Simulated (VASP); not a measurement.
# La4Y4LuAl15 (a cell with a defect) in VASP: relaxation of the atoms with PBEsol

Aim: the relaxation of the atoms of La4Y4LuAl15 (a cell with a defect) with PBEsol.

Everything below comes from runs of VASP 6.6.1. Logs are shortened: lines on timing, memory, paths and dates and some standing lists are left out, and cuts for length are marked.

## (1) The cell of the first run

The cell holds a defect, 24 atoms: a = 7.942 Å, b = 7.942 Å, c = 7.942 Å, α = 90.00°, β = 90.00°, γ = 90.00°.

## (2) Relaxation of the atoms, PBEsol

INCAR

```
ALGO     = Normal         # electronic algorithm
EDIFF    = 1E-7           # SCF threshold, eV
EDIFFG   = -0.03          # ionic threshold
ENCUT    = 520            # plane-wave cutoff, eV
GGA      = PS             # functional
GGA_COMPAT= False        
IBRION   = 2              # ionic algorithm
ISIF     = 2              # what is computed and relaxed
ISMEAR   = 0              # smearing method
KPAR     = 4            
LASPH    = True           # aspherical terms in the spheres
LCHARG   = False          # write CHGCAR
LMAXMIX  = 6              # l up to which the mixer works
LREAL    = False          # projectors in reciprocal space
LWAVE    = False          # write WAVECAR
NELM     = 200            # most SCF steps
NELMIN   = 4            
NSW      = 60             # ionic steps
PREC     = Accurate       # precision mode
SIGMA    = 0.05           # smearing width, eV
```

KPOINTS

```
k-points
0
Gamma
  3 3 3
```

POSCAR

```
La4Y4LuAl15
1.0
    0.0000000000      0.0000000000      7.9415314176
    0.0000000000     -7.9415314176      0.0000000000
    7.9415314176      0.0000000000      0.0000000000
Lu Al La Y
1 15 4 4
Direct
    0.6249801276      0.8750198724      0.8750198724
    0.6249801276      0.3750198724      0.3750198724
    0.1249801276      0.8750198724      0.3750198724
    0.1249801276      0.3750198724      0.8750198724
    0.3750198724      0.8750198724      0.1249801276
    0.3750198724      0.3750198724      0.6249801276
    0.8750198724      0.8750198724      0.6249801276
    0.8750198724      0.3750198724      0.1249801276
    0.3750198724      0.1249801276      0.8750198724
    0.3750198724      0.6249801276      0.3750198724
    0.8750198724      0.1249801276      0.3750198724
    0.8750198724      0.6249801276      0.8750198724
    0.6249801276      0.1249801276      0.1249801276
    0.6249801276      0.6249801276      0.6249801276
    0.1249801276      0.1249801276      0.6249801276
    0.1249801276      0.6249801276      0.1249801276
    0.7500000000      0.7500000000      0.2500000000
    0.7500000000      0.2500000000      0.7500000000
    0.2500000000      0.7500000000      0.7500000000
    0.2500000000      0.2500000000      0.2500000000
    0.5000000000      1.0000000000      0.5000000000
    0.5000000000      0.5000000000      0.0000000000
    0.0000000000      0.0000000000      0.0000000000
    0.0000000000      0.5000000000      0.5000000000
```

Potentials or basis: VASP PAW PBE potentials, release 64 (Lu, Al, La, Y_sv).

Started as:

```bash
cat potpaw_PBE.64/Lu/POTCAR potpaw_PBE.64/Al/POTCAR potpaw_PBE.64/La/POTCAR potpaw_PBE.64/Y_sv/POTCAR > POTCAR
mpirun -np 4 vasp_std > vasp.out
```

OUTCAR:

```text
EDIFF = 1E-7
   EDIFFG = -0.03
   ENCUT = 520
   GGA = PS
   IBRION = 2
   ISIF = 2
   ISMEAR = 0
   LASPH = True
   LREAL = False
   NELM = 200
   NELMIN = 4
   NSW = 60
   PREC = Accurate

 ion  position               nearest neighbor table
   1  0.625  0.875  0.875-   5 2.81   9 2.81  13 2.81  12 2.81   7 2.81  14 2.81  17 3.29  18 3.29
                            19 3.29  21 3.29  22 3.29  23 3.29
   2  0.625  0.375  0.375-   6 2.81  10 2.81  14 2.81  11 2.81  13 2.81   8 2.81  17 3.29  18 3.29
                            20 3.29  21 3.29  22 3.29  24 3.29
   3  0.125  0.875  0.375-   7 2.81  11 2.81  15 2.81   5 2.81  10 2.81  16 2.81  17 3.29  19 3.29
                            20 3.29  21 3.29  23 3.29  24 3.29
   4  0.125  0.375  0.875-   8 2.81  12 2.81  16 2.81   6 2.81  15 2.81   9 2.81  18 3.29  19 3.29
                            20 3.29  22 3.29  23 3.29  24 3.29
   5  0.375  0.875  0.125-   1 2.81   9 2.81  13 2.81  10 2.81   3 2.81  16 2.81  17 3.29  19 3.29
                            20 3.29  21 3.29  22 3.29  23 3.29
   6  0.375  0.375  0.625-   2 2.81  10 2.81  14 2.81   4 2.81   9 2.81  15 2.81  18 3.29  19 3.29
                            20 3.29  21 3.29  22 3.29  24 3.29
   7  0.875  0.875  0.625-   3 2.81  11 2.81  15 2.81  12 2.81  14 2.81   1 2.81  17 3.29  18 3.29
                            19 3.29  21 3.29  23 3.29  24 3.29
   8  0.875  0.375  0.125-   4 2.81  12 2.81  16 2.81   2 2.81  13 2.81  11 2.81  17 3.29  18 3.29
                            20 3.29  22 3.29  23 3.29  24 3.29
   9  0.375  0.125  0.875-   1 2.81   5 2.81  13 2.81   6 2.81   4 2.81  15 2.81  18 3.29  19 3.29
[... 17 lines left out ...]
  18  0.750  0.250  0.750-   1 3.29   2 3.29   4 3.29   6 3.29   7 3.29   8 3.29   9 3.29  11 3.29
                            12 3.29  13 3.29  14 3.29  15 3.29  21 3.44  22 3.44  23 3.44  24 3.44
  19  0.250  0.750  0.750-   1 3.29   3 3.29   4 3.29   5 3.29   6 3.29   7 3.29   9 3.29  10 3.29
                            12 3.29  14 3.29  15 3.29  16 3.29  21 3.44  22 3.44  23 3.44  24 3.44
  20  0.250  0.250  0.250-   2 3.29   3 3.29   4 3.29   5 3.29   6 3.29   8 3.29   9 3.29  10 3.29
                            11 3.29  13 3.29  15 3.29  16 3.29  21 3.44  22 3.44  23 3.44  24 3.44
  21  0.500  0.000  0.500-   1 3.29   2 3.29   3 3.29   5 3.29   6 3.29   7 3.29   9 3.29  10 3.29
                            11 3.29  13 3.29  14 3.29  15 3.29  17 3.44  18 3.44  19 3.44  20 3.44
  22  0.500  0.500  0.000-   1 3.29   2 3.29   4 3.29   5 3.29   6 3.29   8 3.29   9 3.29  10 3.29
                            12 3.29  13 3.29  14 3.29  16 3.29  17 3.44  18 3.44  19 3.44  20 3.44
  23  0.000  0.000  0.000-   1 3.29   3 3.29   4 3.29   5 3.29   7 3.29   8 3.29   9 3.29  11 3.29
                            12 3.29  13 3.29  15 3.29  16 3.29  17 3.44  18 3.44  19 3.44  20 3.44
  24  0.000  0.500  0.500-   2 3.29   3 3.29   4 3.29   6 3.29   7 3.29   8 3.29  10 3.29  11 3.29
                            12 3.29  14 3.29  15 3.29  16 3.29  17 3.44  18 3.44  19 3.44  20 3.44

  LATTYP: Found a simple cubic cell.
 ALAT       =     7.9415314176

  Lattice vectors:

 A1 = (   0.0000000000,   0.0000000000,   7.9415314176)
 A2 = (   0.0000000000,  -7.9415314176,   0.0000000000)
 A3 = (   7.9415314176,   0.0000000000,   0.0000000000)

Analysis of symmetry for initial positions (statically):
=====================================================================
 Subroutine PRICEL returns:
 Original cell was already a primitive cell.

 Routine SETGRP: Setting up the symmetry group for a
 simple cubic supercell.

 Subroutine GETGRP returns: Found  6 space group operations
 (whereof  2 operations were pure point group operations)
 out of a pool of 48 trial point group operations.

The static configuration has the point symmetry C_1h.
 The point group associated with its full space group is C_3v.

Analysis of symmetry for dynamics (positions and initial velocities):
=====================================================================
 Subroutine PRICEL returns:
 Original cell was already a primitive cell.

 Routine SETGRP: Setting up the symmetry group for a
 simple cubic supercell.

 Subroutine GETGRP returns: Found  6 space group operations
 (whereof  2 operations were pure point group operations)
 out of a pool of 48 trial point group operations.

The dynamic configuration has the point symmetry C_1h.
 The point group associated with its full space group is C_3v.

 Subroutine INISYM returns: Found  6 space group operations
 (whereof  2 operations are pure point group operations),
 and found     1 'primitive' translations

----------------------------------------------------------------------------------------

                                     Primitive cell

  volume of cell :     500.8559

  direct lattice vectors                    reciprocal lattice vectors
     0.000000000  0.000000000  7.941531418     0.000000000  0.000000000  0.125920298
     0.000000000 -7.941531418  0.000000000     0.000000000 -0.125920298  0.000000000
     7.941531418  0.000000000  0.000000000     0.125920298  0.000000000  0.000000000

  length of vectors
     7.941531418  7.941531418  7.941531418     0.125920298  0.125920298  0.125920298

  position of ions in fractional coordinates (direct lattice)
     0.624980128  0.875019872  0.875019872
[... 62 lines left out ...]
     0.000000000  0.000000000  0.041973433     0.333333333  0.000000000  0.000000000
     0.000000000 -0.041973433  0.000000000     0.000000000  0.333333333  0.000000000
     0.041973433  0.000000000  0.000000000     0.000000000  0.000000000  0.333333333

  Length of vectors
     0.041973433  0.041973433  0.041973433

  Shift w.r.t. Gamma in fractional coordinates (k-lattice)
     0.000000000  0.000000000  0.000000000

 Subroutine IBZKPT returns following result:
 ===========================================

 Found      6 irreducible k-points:

 Following reciprocal coordinates:
            Coordinates               Weight
  0.000000  0.000000  0.000000      1.000000
  0.333333  0.000000  0.000000      6.000000
  0.333333  0.333333  0.000000      6.000000
  0.000000  0.333333  0.333333      6.000000
  0.333333  0.333333  0.333333      6.000000
 -0.333333  0.333333  0.333333      2.000000
   k-points           NKPTS =      6   k-points in BZ     NKDIM =      6   number of bands    NBANDS=     94
   number of dos      NEDOS =    301   number of ions     NIONS =     24
   total plane-waves  NPLWV = 216000
   dimension x,y,z NGX =    60 NGY =   60 NGZ =   60
   dimension x,y,z NGXF=   120 NGYF=  120 NGZF=  120
   ions per type =               1  15   4   4
   NGX,Y,Z   is equivalent  to a cutoff of  12.56, 12.56, 12.56 a.u.
   NGXF,Y,Z  is equivalent  to a cutoff of  25.12, 25.12, 25.12 a.u.
 SYSTEM =  unknown system
   PREC   = accura    normal or accurate (medium, high low for compatibility)
   ISTART =      0    job   : 0-new  1-cont  2-samecut
   ICHARG =      2    charge: 1-file 2-atom 10-const
   ISPIN  =      1    spin polarized calculation?
   LNONCOLLINEAR =      F non collinear calculations
   LSORBIT =      F    spin-orbit coupling
   LASPH  =      T    aspherical Exc in radial PAW
   ENCUT  =  520.0 eV  38.22 Ry    6.18 a.u.  14.77 14.77 14.77*2*pi/ulx,y,z
   NELM   =    200;   NELMIN=  4; NELMDL= -5     # of ELM steps
   EDIFF  = 0.1E-06   stopping-criterion for ELM
   LREAL  =      F    real-space projection
   EDIFFG = -.3E-01   stopping-criterion for IOM
   NSW    =     60    number of steps for IOM
   IBRION =      2    ionic relax: 0-MD 1-quasi-New 2-CG
   NFREE  =      1    steps in history (QN), initial steepest desc. (CG)
   ISIF   =      2    stress and relaxation
   ISYM   =      2    0-nonsym 1-usesym 2-fastsym
   POTIM  = 0.5000    time-step for ionic-motion
   TEBEG  =    0.0;   TEEND  =   0.0 temperature during run
   PSTRESS=    0.0 pullay stress
   NELECT =     158.0000    total number of electrons
   NUPDOWN=      -1.0000    fix difference up-down
   EMIN   =  10.00;   EMAX   =-10.00  energy-range for DOS
   EFERMI =   0.00;   METHOD = LEGACY
   ISMEAR =     0;   SIGMA  =   0.05  broadening in eV -4-tet -1-fermi 0-gaus
   EFERMI_NEDOS =   21; number of points for ismear=-14 and -15
   IALGO  =     38    algorithm
   IMIX   =      4    mixing-type and parameters
     AMIX     =   0.40;   BMIX     =  1.00
     AMIX_MAG =   1.60;   BMIX_MAG =  1.00
  volume/ion in A,a.u.               =      20.87       140.83
  Fermi-wavevector in a.u.,A,eV,Ry     =   1.114439  2.105984 16.898083  1.241974
  Thomas-Fermi vector in A             =   2.251034
   LORBIT       =      0    0 simple, 1 ext, 2 COOP (PROOUT), +10 PAW based schemes
   GGA     = PS    functional components
   LHFCALC =     F    Hartree Fock is set to
   AEXX    =    0.0000 exact exchange contribution
   IVDW    =     0    specifies the selected vdW correction
   LEPSILON=     F    determine dielectric tensor
   LRPA    =     F    only Hartree local field effects (RPA)
 conjugate gradient relaxation of ions
 non-spin polarized calculation
 Gauss-broadening in eV      SIGMA  =   0.05
  energy-cutoff  :      520.00
  volume of cell :      500.86
 maximum number of plane-waves:     13517
   NGX = 29   NGY = 29   NGZ = 29

--------------------------------------- Ionic step        1  -------------------------------------------

 number of electron     157.9999990 magnetization

 Free energy of the ion-electron system (eV)
  ---------------------------------------------------
  ext. energy  EPLUGINS =         0.00000000
  ---------------------------------------------------
  free energy    TOTEN  =      -125.63276972 eV

  energy without entropy =     -125.62093404  energy(sigma->0) =     -125.62685188

------------------------ aborting loop because EDIFF is reached ----------------------------------------

  FORCE on cell =-STRESS in cart. coord.  units (eV):
  Direction    XX          YY          ZZ          XY          YZ          ZX
  --------------------------------------------------------------------------------------
  -------------------------------------------------------------------------------------
  Total        7.4366922      7.4366922      7.4366922      0.7496375     -0.7496375      0.7496375
  in kB       23.7890782     23.7890782     23.7890782      2.3979995     -2.3979995      2.3979995
  external PRESSURE =      23.7890782 kB  Pullay stress =       0.0000000 kB
[... 335 lines left out ...]
--------------------------------------- Ionic step        7  -------------------------------------------

 number of electron     157.9999986 magnetization

 Free energy of the ion-electron system (eV)
  ---------------------------------------------------
  ext. energy  EPLUGINS =         0.00000000
  ---------------------------------------------------
  free energy    TOTEN  =      -125.86956440 eV

  energy without entropy =     -125.85321607  energy(sigma->0) =     -125.86139023

 E-fermi :   7.1695     XC(G=0): -10.4182

 val. band max:        7.1489397709   @ k =   0.0000   0.3333   0.3333
 cond. band min:       7.1799098530   @ k =   0.3333   0.3333   0.3333
 fundamental gap:      0.0309700821
 Fermi energy:         7.1694998177

 k-point     1 :       0.0000    0.0000    0.0000
  band No.  band energies     occupation
      1     -48.6423      2.00000
      2     -35.2103      2.00000
      3     -35.2101      2.00000
      4     -35.2101      2.00000
      5     -35.1358      2.00000
      6     -25.0810      2.00000
[... 553 lines left out ...]
     90       8.4952      0.00000
     91       8.5145      0.00000
 [bands above 91 left out]

------------------------ aborting loop because EDIFF is reached ----------------------------------------

  FORCE on cell =-STRESS in cart. coord.  units (eV):
  Direction    XX          YY          ZZ          XY          YZ          ZX
  --------------------------------------------------------------------------------------
  -------------------------------------------------------------------------------------
  Total        7.0456405      7.0456405      7.0456405      1.3487655     -1.3487655      1.3487655
  in kB       22.5381512     22.5381512     22.5381512      4.3145375     -4.3145375      4.3145375
  external PRESSURE =      22.5381512 kB  Pullay stress =       0.0000000 kB
[... 39 lines left out ...]
  FREE ENERGIE OF THE ION-ELECTRON SYSTEM (eV)
  ---------------------------------------------------
  free  energy   TOTEN  =      -125.8695643980 eV

  energy  without entropy=     -125.8532160668  energy(sigma->0) =     -125.86139023

 reached required accuracy - stopping structural energy minimisation
```

Run time: 20 min. Hardware: 4 MPI ranks of Intel Xeon Platinum 8375C at 2.90GHz (Ice Lake), shared host; peak memory 0.77 GiB.

Results:

```
Free energy                  : -125.8696 eV
Energy gained by relaxing    : 9.9 meV/atom
Ionic steps                  : 7
Pressure after relaxing      : 2.3 GPa
Largest force after relaxing : 0.023 eV/Å
Band gap on the k mesh       : zero (bands 79 and 80 overlap by 0.12 eV)
```

Forces in eV/Å, atoms in the order of the input:
```
Lu  -0.005  0.005  0.005
Al   0.002 -0.002  0.000
Al   0.002  0.000 -0.002
Al   0.000 -0.002 -0.002
Al  -0.008  0.002  0.008
Al   0.010 -0.004 -0.002
Al  -0.016  0.002  0.016
Al   0.002 -0.004 -0.010
Al  -0.002  0.008  0.008
Al   0.004 -0.010 -0.002
Al   0.004 -0.002 -0.010
Al  -0.002  0.016  0.016
Al  -0.008  0.008  0.002
Al  -0.016  0.016  0.002
Al   0.010 -0.002 -0.004
Al   0.002 -0.010 -0.004
La  -0.016 -0.012 -0.012
La   0.012  0.016 -0.012
La   0.012 -0.012  0.016
La  -0.004  0.004  0.004
Y    0.003 -0.001 -0.001
Y    0.001 -0.003 -0.001
Y    0.001 -0.001 -0.003
Y    0.010 -0.010 -0.010
```

Stress tensor (GPa, compression positive):
```
 2.25  0.43  0.43
 0.43  2.25 -0.43
 0.43 -0.43  2.25
```

The path:
```csv
step,energy change (eV),largest force (eV/Å),pressure (GPa)
1,0.0000,0.6336,2.38
2,-0.1381,0.3642,2.29
3,-0.2219,0.1316,2.25
4,-0.2220,0.1309,2.25
5,-0.2321,0.0669,2.25
6,-0.2359,0.0760,2.25
7,-0.2368,0.0233,2.25
```

Final structure:
```cif
data_structure
_symmetry_space_group_name_H-M 'P 1'
_symmetry_Int_Tables_number 1
_cell_length_a 7.9415
_cell_length_b 7.9415
_cell_length_c 7.9415
_cell_angle_alpha 90.000
_cell_angle_beta 90.000
_cell_angle_gamma 90.000
_cell_volume 500.86
loop_
_atom_site_label
_atom_site_type_symbol
_atom_site_fract_x
_atom_site_fract_y
_atom_site_fract_z
_atom_site_occupancy
Lu1 Lu 0.62573 0.87427 0.87427 1
Al1 Al 0.62466 0.37440 0.37440 1
Al2 Al 0.12560 0.87534 0.37440 1
Al3 Al 0.12560 0.37440 0.87534 1
Al4 Al 0.36859 0.87482 0.13141 1
Al5 Al 0.37133 0.37456 0.62137 1
Al6 Al 0.88208 0.87374 0.61792 1
Al7 Al 0.87863 0.37456 0.12867 1
Al8 Al 0.36859 0.13141 0.87482 1
Al9 Al 0.37133 0.62137 0.37456 1
Al10 Al 0.87863 0.12867 0.37456 1
Al11 Al 0.88208 0.61792 0.87374 1
Al12 Al 0.62518 0.13141 0.13141 1
Al13 Al 0.62626 0.61792 0.61792 1
Al14 Al 0.12544 0.12867 0.62137 1
Al15 Al 0.12544 0.62137 0.12867 1
La1 La 0.75070 0.74930 0.25311 1
La2 La 0.75070 0.25311 0.74930 1
La3 La 0.24689 0.74930 0.74930 1
La4 La 0.24849 0.25151 0.25151 1
Y1 Y 0.49519 0.00481 0.49218 1
Y2 Y 0.49519 0.49218 0.00481 1
Y3 Y 0.00782 0.00481 0.00481 1
Y4 Y 0.99982 0.50018 0.50018 1
```

Caveat: the PAW data sets were made with another functional, which shifts forces and pressure a little; spin-orbit coupling is left out, which moves the levels of the heavy elements.
